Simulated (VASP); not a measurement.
Set up this calculation in VASP 6.6.1, as the native input.

```yaml
Task: relaxation of cell and atoms
Functional: LDA
Potentials_or_basis: VASP PAW LDA potentials, release 64 (Cd, Sb, Si)
Cutoff: 600 eV
k_mesh: 6 × 6 × 4
Occupations: fermi-dirac, width 0.02 eV
Spin: no spin polarisation
Dipole_correction: no
Further_INCAR_settings: ALGO = Normal; EDIFF = 1e-07; IBRION = 2; EDIFFG = -0.005; NSW = 80; ISIF = 3
```

The structure of CdSiSb2 lies in POSCAR:

```
CdSiSb2
1.0
    4.4002560857      0.0000000000      0.0000000000
    0.0000000000      4.4002560857      0.0000000000
    0.0000000000      0.0000000000      6.4987454050
Cd Sb Si
1 2 1
Direct
    0.0000000000      0.0000000000      0.0000000000
    0.0000000000      0.5000000000      0.2673258375
    0.5000000000      0.0000000000      0.7326741625
    0.5000000000      0.5000000000      0.5000000000
```

One way to write it, as run:

INCAR

```
  PREC = Accurate
  ENCUT = 600
  EDIFF = 1E-7
  ISMEAR = -1
  SIGMA = 0.02
  LREAL = F
  LASPH = T
  NELM = 80
  ALGO = Normal
  ISIF = 3
  LWAVE = F
  LCHARG = F
  IBRION = 2
  NSW = 80
  EDIFFG = -0.005
```

KPOINTS

```
Automatic mesh
0
Gamma
  6 6 4
```

Potentials or basis: VASP PAW LDA potentials, release 64 (Cd, Sb, Si).

Launch:

```bash
$ cat potpaw_LDA.64/Cd/POTCAR potpaw_LDA.64/Sb/POTCAR potpaw_LDA.64/Si/POTCAR > POTCAR
$ mpirun -np 1 vasp_std > vasp.out
```

It gave:

* Relaxed volume: 29.28 Å³/atom
* Relaxed cell: a = 4.313 Å, b = 4.313 Å, c = 6.298 Å, α = 90.00°, β = 90.00°, γ = 90.00°
* Space group after relaxing (to 0.1 Å): P-4m2 (No. 115)
* Energy gained by relaxing: 25.2 meV/atom
* Ionic steps: 10
* Pressure after relaxing: 0.0 GPa
* Band gap on the k mesh: zero (bands 13 and 14 overlap by 0.38 eV)

Caveat: semilocal functionals underestimate gaps, and a narrow one can read as zero; spin-orbit coupling is left out, which moves the levels of the heavy elements.

Run time: 3.3 min on 1 thread of Intel(R) Xeon(R) 6975P-C (Granite Rapids), on a shared host, peak memory 0.28 GiB.
